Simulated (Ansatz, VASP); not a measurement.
One calculation of Os, two programs

```
Os
1.0
     2.73938    0.00000    0.00000
    -1.36969    2.37237    0.00000
     0.00000    0.00000    4.31382
Os
2
Direct
  0.33333 0.66667 0.25000
  0.66667 0.33333 0.75000
```

Alike in both runs: task single point; functional r2SCAN; k mesh 13 × 13 × 7; occupations methfessel-paxton of order 1, width 0.01 eV; no spin polarisation.

```csv
,VASP,Ansatz
version,VASP 6.6.1,Ansatz 0.2.0
potentials or method,"VASP PAW PBE potentials, release 64 (Os), cutoff 520 eV","plane waves (500 eV) with PAW, scalar-relativistic"
valence electrons in the cell,16,32
```

```csv
,VASP,Ansatz,Ansatz less VASP
pressure (GPa),0.8,-0.3,-1.04
"traceless stress, the component that is largest in VASP (GPa)",-0.26,-0.28,-0.027
```

VASP's potentials were made for PBE, not for r2SCAN. VASP's potentials hold 16 valence electrons a cell and Ansatz's 32, so a difference there can come from the potentials and not from the codes.

Neither program's run includes spin-orbit coupling.
